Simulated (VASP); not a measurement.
# SbBr (F-43m) in VASP: further runs

Runs on SbBr. Level: PBE. Tasks: single point, relaxation of cell and atoms.

Everything below comes from runs of VASP 6.6.1. Logs are shortened: lines on timing, memory, paths and dates and some standing lists are left out, and cuts for length are marked.

## (1) The cell of the first run

The structure is cubic, space group F-43m (No. 216). Conventional cell: a = 6.681 Å, b = 6.681 Å, c = 6.681 Å, α = 90.00°, β = 90.00°, γ = 90.00°. Within 3.8 Å of Sb (site symmetry -43m) lie 4 Br at 2.89 Å. Br (site symmetry -43m) has 4 Sb at 2.89 Å within 3.8 Å.

## (2) Single point, PBE

INCAR

```
SYSTEM = SbBr
ALGO = Normal
EDIFF = 1E-6
ENCUT = 520
GGA = PE
ISIF = 2
ISMEAR = 0
LASPH = .True.
LCHARG = .False.
LREAL = .False.
LWAVE = .False.
NBANDS = 13
NELM = 60
PREC = Accurate
SIGMA = 0.1
```

KPOINTS

```
k-points
0
Gamma
  4 4 4
  0 0 0
```

POSCAR

```
SbBr
1.0
    0.0000000000      3.3404115100      3.3404115100
    3.3404115100      0.0000000000      3.3404115100
    3.3404115100      3.3404115100      0.0000000000
Sb Br
1 1
Direct
    0.0000000000      0.0000000000      0.0000000000
    0.7500000000      0.7500000000      0.7500000000
```

Potentials or basis: VASP PAW PBE potentials, release 64 (Sb, Br).

Run with:

```bash
> cat potpaw_PBE.64/Sb/POTCAR potpaw_PBE.64/Br/POTCAR > POTCAR
> mpirun -np 1 vasp_std > vasp.out
```

OUTCAR:

```text
SYSTEM = SbBr
   EDIFF = 1E-6
   ENCUT = 520
   GGA = PE
   ISIF = 2
   ISMEAR = 0
   LASPH = .True.
   LREAL = .False.
   NELM = 60
   PREC = Accurate

 ion  position               nearest neighbor table
   1  0.000  0.000  0.000-   2 2.89   2 2.89   2 2.89   2 2.89
   2  0.750  0.750  0.750-   1 2.89   1 2.89   1 2.89   1 2.89

  LATTYP: Found a face centered cubic cell.
 ALAT       =     6.6808230200

  Lattice vectors:

 A1 = (   0.0000000000,   3.3404115100,   3.3404115100)
 A2 = (   3.3404115100,   0.0000000000,   3.3404115100)
 A3 = (   3.3404115100,   3.3404115100,   0.0000000000)

Analysis of symmetry for initial positions (statically):
=====================================================================
 Subroutine PRICEL returns:
 Original cell was already a primitive cell.

 Routine SETGRP: Setting up the symmetry group for a
 face centered cubic supercell.

 Subroutine GETGRP returns: Found 24 space group operations
 (whereof 24 operations were pure point group operations)
 out of a pool of 48 trial point group operations.

The static configuration has the point symmetry T_d .

Analysis of symmetry for dynamics (positions and initial velocities):
=====================================================================
 Subroutine PRICEL returns:
 Original cell was already a primitive cell.

 Routine SETGRP: Setting up the symmetry group for a
 face centered cubic supercell.

 Subroutine GETGRP returns: Found 24 space group operations
 (whereof 24 operations were pure point group operations)
 out of a pool of 48 trial point group operations.

The dynamic configuration has the point symmetry T_d .

 Subroutine INISYM returns: Found 24 space group operations
 (whereof 24 operations are pure point group operations),
 and found     1 'primitive' translations

----------------------------------------------------------------------------------------

                                     Primitive cell

  volume of cell :      74.5470

  direct lattice vectors                    reciprocal lattice vectors
     0.000000000  3.340411510  3.340411510    -0.149682157  0.149682157  0.149682157
     3.340411510  0.000000000  3.340411510     0.149682157 -0.149682157  0.149682157
     3.340411510  3.340411510  0.000000000     0.149682157  0.149682157 -0.149682157

  length of vectors
     4.724055261  4.724055261  4.724055261     0.259257101  0.259257101  0.259257101

  position of ions in fractional coordinates (direct lattice)
     0.000000000  0.000000000  0.000000000
     0.750000000  0.750000000  0.750000000

  ion indices of the primitive-cell ions
   primitive index   ion index
                 1           1
                 2           2

----------------------------------------------------------------------------------------

 KPOINTS: k-points

Automatic generation of k-mesh.
 Grid dimensions read from file:
 generate k-points for:    4    4    4

 Generating k-lattice:

  Cartesian coordinates                     Fractional coordinates (reciprocal lattice)
    -0.037420539  0.037420539  0.037420539     0.250000000  0.000000000  0.000000000
     0.037420539 -0.037420539  0.037420539     0.000000000  0.250000000  0.000000000
     0.037420539  0.037420539 -0.037420539     0.000000000  0.000000000  0.250000000

  Length of vectors
     0.064814275  0.064814275  0.064814275

  Shift w.r.t. Gamma in fractional coordinates (k-lattice)
     0.000000000  0.000000000  0.000000000

 Subroutine IBZKPT returns following result:
 ===========================================

 Found      8 irreducible k-points:

 Following reciprocal coordinates:
            Coordinates               Weight
  0.000000  0.000000  0.000000      1.000000
  0.250000  0.000000  0.000000      8.000000
  0.500000  0.000000  0.000000      4.000000
  0.250000  0.250000  0.000000      6.000000
  0.500000  0.250000  0.000000     24.000000
 -0.250000  0.250000  0.000000     12.000000
  0.500000  0.500000  0.000000      3.000000
 -0.250000  0.500000  0.250000      6.000000
   k-points           NKPTS =      8   k-points in BZ     NKDIM =      8   number of bands    NBANDS=     13
   number of dos      NEDOS =    301   number of ions     NIONS =      2
   total plane-waves  NPLWV =  46656
   dimension x,y,z NGX =    36 NGY =   36 NGZ =   36
   dimension x,y,z NGXF=    72 NGYF=   72 NGZF=   72
   ions per type =               1   1
   NGX,Y,Z   is equivalent  to a cutoff of  12.67, 12.67, 12.67 a.u.
   NGXF,Y,Z  is equivalent  to a cutoff of  25.34, 25.34, 25.34 a.u.
 SYSTEM =  SbBr
   PREC   = accura    normal or accurate (medium, high low for compatibility)
   ISTART =      0    job   : 0-new  1-cont  2-samecut
   ICHARG =      2    charge: 1-file 2-atom 10-const
   ISPIN  =      1    spin polarized calculation?
   LNONCOLLINEAR =      F non collinear calculations
   LSORBIT =      F    spin-orbit coupling
   LASPH  =      T    aspherical Exc in radial PAW
   ENCUT  =  520.0 eV  38.22 Ry    6.18 a.u.   8.78  8.78  8.78*2*pi/ulx,y,z
   NELM   =     60;   NELMIN=  2; NELMDL= -5     # of ELM steps
   EDIFF  = 0.1E-05   stopping-criterion for ELM
   LREAL  =      F    real-space projection
   EDIFFG = 0.1E-04   stopping-criterion for IOM
   NSW    =      0    number of steps for IOM
   IBRION =     -1    ionic relax: 0-MD 1-quasi-New 2-CG
   NFREE  =      0    steps in history (QN), initial steepest desc. (CG)
   ISIF   =      2    stress and relaxation
   ISYM   =      2    0-nonsym 1-usesym 2-fastsym
   POTIM  = 0.5000    time-step for ionic-motion
   TEBEG  =    0.0;   TEEND  =   0.0 temperature during run
   PSTRESS=    0.0 pullay stress
   NELECT =      12.0000    total number of electrons
   NUPDOWN=      -1.0000    fix difference up-down
   EMIN   =  10.00;   EMAX   =-10.00  energy-range for DOS
   EFERMI =   0.00;   METHOD = LEGACY
   ISMEAR =     0;   SIGMA  =   0.10  broadening in eV -4-tet -1-fermi 0-gaus
   EFERMI_NEDOS =   21; number of points for ismear=-14 and -15
   IALGO  =     38    algorithm
   IMIX   =      4    mixing-type and parameters
     AMIX     =   0.40;   BMIX     =  1.00
     AMIX_MAG =   1.60;   BMIX_MAG =  1.00
  volume/ion in A,a.u.               =      37.27       251.53
  Fermi-wavevector in a.u.,A,eV,Ry     =   0.890551  1.682897 10.790514  0.793080
  Thomas-Fermi vector in A             =   2.012256
   LORBIT       =      0    0 simple, 1 ext, 2 COOP (PROOUT), +10 PAW based schemes
   GGA     = PE    functional components
   LHFCALC =     F    Hartree Fock is set to
   AEXX    =    0.0000 exact exchange contribution
   IVDW    =     0    specifies the selected vdW correction
   LEPSILON=     F    determine dielectric tensor
   LRPA    =     F    only Hartree local field effects (RPA)
 non-spin polarized calculation
 Gauss-broadening in eV      SIGMA  =   0.10
  energy-cutoff  :      520.00
  volume of cell :       74.55
 maximum number of plane-waves:      2044
   NGX = 17   NGY = 17   NGZ = 17

 number of electron      12.0000000 magnetization

 Free energy of the ion-electron system (eV)
  ---------------------------------------------------
  ext. energy  EPLUGINS =         0.00000000
  ---------------------------------------------------
  free energy    TOTEN  =        -4.36880170 eV

  energy without entropy =       -4.35216931  energy(sigma->0) =       -4.36048551

 E-fermi :   3.6289     XC(G=0):  -7.9988

 val. band max:        3.5485263261   @ k =  -0.2500   0.2500   0.0000
 cond. band min:       3.6820889080   @ k =   0.2500   0.0000   0.0000
 fundamental gap:      0.1335625819
 Fermi energy:         3.6288632832

 k-point     1 :       0.0000    0.0000    0.0000
  band No.  band energies     occupation
      1     -13.4119      2.00000
      2      -4.8669      2.00000
      3      -1.1960      2.00000
      4      -1.1960      2.00000
      5      -1.1960      2.00000
      6       3.2955      2.00000
      7       3.2955      2.00000
      8       3.2955      2.00000
      9       7.3052      0.00000
     10      10.0228      0.00000
     11      10.0228      0.00000
     12      11.4386      0.00000
     13      11.4386      0.00000

 k-point     2 :       0.2500    0.0000    0.0000
  band No.  band energies     occupation
      1     -13.2936      2.00000
      2      -5.5389      2.00000
      3      -1.3946      2.00000
      4      -1.3946      2.00000
      5      -0.9094      2.00000
      6       3.4636      1.98060
      7       3.6821      0.45162
      8       3.6821      0.45162
      9       8.6660      0.00000
     10       9.4068      0.00000
     11       9.4068      0.00000
     12      10.8510      0.00000
     13      13.5658      0.00000

 k-point     3 :       0.5000    0.0000    0.0000
  band No.  band energies     occupation
      1     -13.1663      2.00000
      2      -6.0934      2.00000
      3      -1.5663      2.00000
      4      -1.5663      2.00000
      5      -0.9038      2.00000
      6       3.9730      0.00000
      7       3.9730      0.00000
      8       4.3683      0.00000
      9       9.0001      0.00000
     10       9.8135      0.00000
     11      10.2489      0.00000
     12      10.2489      0.00000
     13      11.8197      0.00000

 k-point     4 :       0.2500    0.2500    0.0000
  band No.  band energies     occupation
      1     -13.2536      2.00000
      2      -5.6949      2.00000
      3      -1.6875      2.00000
      4      -1.6875      2.00000
      5      -0.2165      2.00000
      6       2.4617      2.00000
      7       4.3081      0.00000
      8       4.3081      0.00000
      9       7.8081      0.00000
     10       9.4808      0.00000
     11      10.7303      0.00000
     12      12.7732      0.00000
     13      12.7732      0.00000

 k-point     5 :       0.5000    0.2500    0.0000
  band No.  band energies     occupation
      1     -13.1249      2.00000
      2      -6.1810      2.00000
      3      -2.2060      2.00000
      4      -1.8390      2.00000
      5       0.2185      2.00000
      6       2.9494      2.00000
      7       4.6251      0.00000
      8       4.6935      0.00000
      9       8.0906      0.00000
     10       9.5601      0.00000
     11      10.6723      0.00000
     12      11.9051      0.00000
     13      12.2798      0.00000

 k-point     6 :      -0.2500    0.2500    0.0000
  band No.  band energies     occupation
      1     -13.1681      2.00000
      2      -6.0335      2.00000
      3      -2.2053      2.00000
      4      -1.5764      2.00000
      5      -0.0364      2.00000
      6       3.5485      1.74410
      7       4.1179      0.00000
      8       4.1499      0.00000
      9       8.8855      0.00000
     10       9.0372      0.00000
     11       9.8957      0.00000
     12      11.7693      0.00000
     13      12.6843      0.00000

 k-point     7 :       0.5000    0.5000    0.0000
  band No.  band energies     occupation
      1     -13.0818      2.00000
      2      -6.3224      2.00000
      3      -2.0730      2.00000
      4      -2.0730      2.00000
      5       0.3741      2.00000
      6       2.0518      2.00000
      7       5.4385      0.00000
      8       5.4385      0.00000
      9       7.8335      0.00000
     10       9.3296      0.00000
     11      11.8453      0.00000
     12      11.8453      0.00000
     13      12.3896      0.00000

 k-point     8 :      -0.2500    0.5000    0.2500
  band No.  band energies     occupation
      1     -13.0810      2.00000
      2      -6.3026      2.00000
      3      -2.2745      2.00000
      4      -2.1861      2.00000
      5       0.7229      2.00000
      6       3.2133      2.00000
      7       3.9303      0.00002
      8       5.3504      0.00000
      9       7.6910      0.00000
     10       9.4990      0.00000
     11      11.1882      0.00000
     12      11.4913      0.00000
     13      14.3027      0.00000

------------------------ aborting loop because EDIFF is reached ----------------------------------------

  FORCE on cell =-STRESS in cart. coord.  units (eV):
  Direction    XX          YY          ZZ          XY          YZ          ZX
  --------------------------------------------------------------------------------------
  -------------------------------------------------------------------------------------
  Total        2.3647648      2.3647648      2.3647648      0.0000000      0.0000000      0.0000000
  in kB       50.8239739     50.8239739     50.8239739      0.0000000      0.0000000      0.0000000
  external PRESSURE =      50.8239739 kB  Pullay stress =       0.0000000 kB

 VOLUME and BASIS-vectors are now :
 -----------------------------------------------------------------------------
  energy-cutoff  :      520.00
  volume of cell :       74.55
      direct lattice vectors                 reciprocal lattice vectors
     0.000000000  3.340411510  3.340411510    -0.149682157  0.149682157  0.149682157
     3.340411510  0.000000000  3.340411510     0.149682157 -0.149682157  0.149682157
     3.340411510  3.340411510  0.000000000     0.149682157  0.149682157 -0.149682157

 POSITION                                       TOTAL-FORCE (eV/Angst)
 -----------------------------------------------------------------------------------
      0.00000      0.00000      0.00000        -0.000000     -0.000000      0.000000
      5.01062      5.01062      5.01062         0.000000      0.000000     -0.000000
 -----------------------------------------------------------------------------------
    total drift:                                0.000000      0.000000      0.000000

  FREE ENERGIE OF THE ION-ELECTRON SYSTEM (eV)
  ---------------------------------------------------
  free  energy   TOTEN  =        -4.3688017031 eV

  energy  without entropy=       -4.3521693087  energy(sigma->0) =       -4.36048551
```

Wall time 12 s (1 thread of Intel Xeon Platinum 8259CL at 2.50GHz (Skylake/Cascade Lake), shared host); peak memory 0.2 GiB.

What came out:

```
Free energy            : -4.3688 eV
Pressure               : 5.1 GPa
Band gap on the k mesh : zero (band 6 reaches 3.97 eV, above the bottom of band 7 at 3.30 eV)
```

Levels at points of the mesh, in eV from the Fermi level:
| k point | band 4 | band 5 | band 6 | band 7 | band 8 | band 9 |
| --- | --- | --- | --- | --- | --- | --- |
| (0.00, 0.00, 0.00) | -4.82 | -4.82 | -0.33 | -0.33 | -0.33 | 3.68 |
| (0.50, 0.00, 0.00) | -5.20 | -4.53 | 0.34 | 0.34 | 0.74 | 5.37 |
| (0.50, 0.50, 0.00) | -5.70 | -3.25 | -1.58 | 1.81 | 1.81 | 4.20 |

Caveat: the k points lie up to 0.41 Å⁻¹ apart; spin-orbit coupling is left out, which moves the levels of the heavy elements.

## (3) Single point, PBE

This run uses another cell than the first one, of 43.88 Å³/atom, 1.177 times its volume.

INCAR

```
ALGO = Normal
EDIFF = 1E-6
ENCUT = 520
GGA = PE
ISIF = 2
ISMEAR = 0
LASPH = T
LCHARG = F
LREAL = F
LWAVE = F
NBANDS = 13
NELM = 80
PREC = Accurate
SIGMA = 0.1
```

KPOINTS

```
k-points
0
Gamma
  4 4 4
```

POSCAR

```
SbBr
1.0
    0.0000000000      3.5270810918      3.5270810918
    3.5270810918      0.0000000000      3.5270810918
    3.5270810918      3.5270810918      0.0000000000
Sb Br
1 1
Direct
    0.0000000000      0.0000000000      0.0000000000
    0.7500000000      0.7500000000      0.7500000000
```

Potentials or basis: VASP PAW PBE potentials, release 64 (Sb, Br).

Run with:

```bash
> cat potpaw_PBE.64/Sb/POTCAR potpaw_PBE.64/Br/POTCAR > POTCAR
> mpirun -np 1 vasp_std > vasp.out
```

It took 20 s on 1 thread of Intel Xeon Platinum 8259CL at 2.50GHz (Skylake/Cascade Lake), shared host; peak memory 0.23 GiB.

Results (log left out):

```yaml
Free_energy: -4.5541 eV
Pressure: 0.1 GPa
Band_gap_on_the_k_mesh: zero (band 6 reaches 2.56 eV, above the bottom of band 7 at 2.02 eV)
```

Levels at points of the mesh, in eV from the Fermi level:
```
           k point  band 3  band 4  band 5  band 6  band 7  band 8  band 9  band 10
(0.00, 0.00, 0.00)   -4.21   -4.21   -4.21   -0.22   -0.22   -0.22    3.66     6.53
(0.50, 0.00, 0.00)   -4.50   -4.50   -4.13    0.32    0.32    0.41    5.33     6.16
(0.50, 0.50, 0.00)   -4.90   -4.90   -3.14   -1.25    1.33    1.33    4.40     5.46
```

Caveat: the k points lie up to 0.39 Å⁻¹ apart; spin-orbit coupling is left out, which moves the levels of the heavy elements.

## (4) Relaxation of cell and atoms, PBE

INCAR

```
PREC = Accurate ; ENCUT = 600
EDIFF = 1E-6 ; ISMEAR = 0
SIGMA = 0.1 ; LREAL = F
LASPH = T ; NELM = 80
ALGO = Normal ; ISIF = 3
LWAVE = F ; LCHARG = F
GGA = PE ; IBRION = 2
NSW = 90 ; EDIFFG = -0.04
```

KPOINTS

```
Automatic mesh
0
Gamma
  4 4 4
```

POSCAR

```
SbBr
1.0
    0.0000000000      3.3404115100      3.3404115100
    3.3404115100      0.0000000000      3.3404115100
    3.3404115100      3.3404115100      0.0000000000
Sb Br
1 1
Direct
    0.0000000000      0.0000000000      0.0000000000
    0.7500000000      0.7500000000      0.7500000000
```

Run with:

```bash
> cat potpaw_PBE.64/Sb/POTCAR potpaw_PBE.64/Br/POTCAR > POTCAR
> mpirun -np 1 vasp_std > vasp.out
```

It took 23 s on 1 thread of Intel Xeon Platinum 8259CL at 2.50GHz (Skylake/Cascade Lake), shared host; peak memory 0.23 GiB.

The run converged. Its results:

- Free energy: -4.5539 eV
- Relaxed volume: 44.02 Å³/atom
- Relaxed cell: a = 4.993 Å, b = 4.993 Å, c = 4.993 Å, α = 60.00°, β = 60.00°, γ = 60.00°
- Space group after relaxing (to 0.05 Å): F-43m (No. 216)
- Energy gained by relaxing: 92.6 meV/atom
- Ionic steps: 2
- Pressure after relaxing: 0.0 GPa
- Band gap on the k mesh: zero (band 6 reaches 2.54 eV, above the bottom of band 7 at 2.00 eV)

Step by step:
```
step  energy change (eV)  largest force (eV/Å)  pressure (GPa)  volume (Å³)
   1              0.0000                0.0000            5.08        74.55
   2             -0.1851                0.0000            0.01        88.04
```

Final structure:
```cif
data_structure
_symmetry_space_group_name_H-M 'P 1'
_symmetry_Int_Tables_number 1
_cell_length_a 4.9934
_cell_length_b 4.9934
_cell_length_c 4.9934
_cell_angle_alpha 60.000
_cell_angle_beta 60.000
_cell_angle_gamma 60.000
_cell_volume 88.04
loop_
_atom_site_label
_atom_site_type_symbol
_atom_site_fract_x
_atom_site_fract_y
_atom_site_fract_z
_atom_site_occupancy
Sb1 Sb 0.00000 0.00000 0.00000 1
Br1 Br 0.75000 0.75000 0.75000 1
```

Levels at points of the mesh, in eV from the Fermi level:
```
           k point  band 2  band 3  band 4  band 5  band 6  band 7  band 8  band 9  band 10
(0.00, 0.00, 0.00)   -8.59   -4.20   -4.20   -4.20   -0.22   -0.22   -0.22    3.66     6.53
(0.50, 0.00, 0.00)   -9.26   -4.49   -4.49   -4.13    0.32    0.32    0.40    5.33     6.16
(0.50, 0.50, 0.00)   -9.41   -4.88   -4.88   -3.14   -1.24    1.32    1.32    4.40     5.46
```

Caveat: the k points lie up to 0.39 Å⁻¹ apart in the final cell; the volume moved by over 15 % at a fixed basis, so the end points are rough; spin-orbit coupling is left out, which moves the levels of the heavy elements.

## (5) Single point, PBE

This run uses another cell than the first one, of 43.88 Å³/atom, 1.177 times its volume.

INCAR

```
PREC = Accurate
ENCUT = 520
EDIFF = 1E-6
ISMEAR = 0
SIGMA = 0.1
LREAL = False
LASPH = True
NELM = 100
ALGO = Normal
ISIF = 2
LWAVE = False
LCHARG = False
GGA = PE
NBANDS = 13
```

KPOINTS

```
Automatic mesh
0
Gamma
  14 14 14
```

POSCAR

```
SbBr
1.0
    0.0000000000      3.5270810918      3.5270810918
    3.5270810918      0.0000000000      3.5270810918
    3.5270810918      3.5270810918      0.0000000000
Sb Br
1 1
Direct
    0.0000000000      0.0000000000      0.0000000000
    0.2500000000      0.2500000000      0.2500000000
```

Run with:

```bash
> cat potpaw_PBE.64/Sb/POTCAR potpaw_PBE.64/Br/POTCAR > POTCAR
> mpirun -np 1 vasp_std > vasp.out
```

Run time: 2.2 min. Hardware: 1 thread of Intel Xeon Platinum 8259CL at 2.50GHz (Skylake/Cascade Lake), shared host; peak memory 0.32 GiB.

Results (log left out):

```yaml
Free_energy: -4.5656 eV
Pressure: -0.1 GPa
Band_gap_on_the_k_mesh: zero (band 6 reaches 2.57 eV, above the bottom of band 7 at 2.02 eV)
```

Levels at points of the mesh, in eV from the Fermi level:
```
           k point  band 2  band 3  band 4  band 5  band 6  band 7  band 8  band 9  band 10  band 11
(0.00, 0.00, 0.00)   -8.59   -4.23   -4.23   -4.23   -0.23   -0.23   -0.23    3.67     6.52     6.52
(0.50, 0.00, 0.00)   -9.27   -4.52   -4.52   -4.15    0.32    0.32    0.40    5.34     6.16     6.55
(0.50, 0.50, 0.00)   -9.42   -4.91   -4.91   -3.16   -1.25    1.33    1.33    4.40     5.46     8.15
```

Caveat: spin-orbit coupling is left out, which moves the levels of the heavy elements.

[end of part 1 of 2]
